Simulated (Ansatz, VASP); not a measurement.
Si2C in VASP and in Ansatz

File INCAR:

```
ALGO     = Normal         # electronic algorithm
EDIFF    = 1E-6           # SCF threshold, eV
EDIFFG   = -0.01          # ionic threshold
ENCUT    = 600            # plane-wave cutoff, eV
GGA      = PE             # functional
IBRION   = 2              # ionic algorithm
ISIF     = 3              # what is computed and relaxed
ISMEAR   = 0              # smearing method
LASPH    = T              # aspherical terms in the spheres
LCHARG   = F              # write CHGCAR
LREAL    = F              # projectors in reciprocal space
LWAVE    = F              # write WAVECAR
NELM     = 100            # most SCF steps
NSW      = 100            # ionic steps
PREC     = Accurate       # precision mode
SIGMA    = 0.1            # smearing width, eV
```

KPOINTS

```
k-points
0
Gamma
  6 6 10
```

POSCAR

```
Si2C
1.0
    6.2138100932      0.0000000000      0.0000000000
   -3.1069050466      5.3813173950      0.0000000000
    0.0000000000      0.0000000000      3.8390722980
Si C
6 3
Direct
    0.2706925346      0.3141151900      0.4046161866
    0.6858848100      0.9565773446      0.7379495200
    0.0434226554      0.7293074654      0.0712828533
    0.6858848100      0.7293074654      0.2620504800
    0.0434226554      0.3141151900      0.9287171467
    0.2706925346      0.9565773446      0.5953838134
    0.6275504765      0.3724495235      0.3333333333
    0.6275504765      0.2551009530      0.6666666667
    0.7448990470      0.3724495235      0.0000000000
```

Input for Ansatz:

```yaml
crystal:
  lattice:
    - [6.2138100932, 0.0, 0.0]
    - [-3.1069050466, 5.381317395, 0.0]
    - [0.0, 0.0, 3.839072298]
  atoms:
    - { symbol: Si, position: [0.2706925346, 0.31411519, 0.4046161866] }
    - { symbol: Si, position: [0.68588481, 0.9565773446, 0.73794952] }
    - { symbol: Si, position: [0.0434226554, 0.7293074654, 0.0712828533] }
    - { symbol: Si, position: [0.68588481, 0.7293074654, 0.26205048] }
    - { symbol: Si, position: [0.0434226554, 0.31411519, 0.9287171467] }
    - { symbol: Si, position: [0.2706925346, 0.9565773446, 0.5953838134] }
    - { symbol: C, position: [0.6275504765, 0.3724495235, 0.3333333333] }
    - { symbol: C, position: [0.6275504765, 0.255100953, 0.6666666667] }
    - { symbol: C, position: [0.744899047, 0.3724495235, 0.0] }
basis:
  ecutwfc: 420
kpoints:
  mp_grid: { grid: [6, 6, 10] }
hamiltonian:
  xc: pbe
scf:
  occupations: { method: gaussian, width: 0.1 }
output:
  forces: true
  stress: true
  eigenvalues: true
  write_density: true
  write_potential: true
  elf: true
  volumetric_format: npy
relax:
  adjacent_minimum: "off"
  f_tol: 0.01
  max_steps: 80
  cell: { stress_tol: 0.05 }
```

Alike in both runs: task relaxation of cell and atoms; functional PBE; k mesh 6 × 6 × 10; occupations gaussian, width 0.1 eV; no spin polarisation.

|  | VASP | Ansatz |
| --- | --- | --- |
| version | VASP 6.6.1 | Ansatz 0.2.0 |
| potentials or method | VASP PAW PBE potentials, release 64 (Si, C), cutoff 600 eV | scalar-relativistic, plane waves, PAW |
| valence electrons in the cell | 36 | 36 |

Ansatz gave:

* gap on the k mesh at the Fermi level, each at its own relaxed structure (eV): none
* relaxed volume (Å³/atom): 14.29
* relaxed length of the cell vector where the two differ most in proportion (Å): 6.217

Q: Which values does VASP return?

A: gap on the k mesh at the Fermi level, each at its own relaxed structure (eV): none; relaxed volume (Å³/atom): 14.27; relaxed length of the cell vector where the two differ most in proportion (Å): 6.213.

A gap of «none» marks a metal or a gap that the smearing closes.
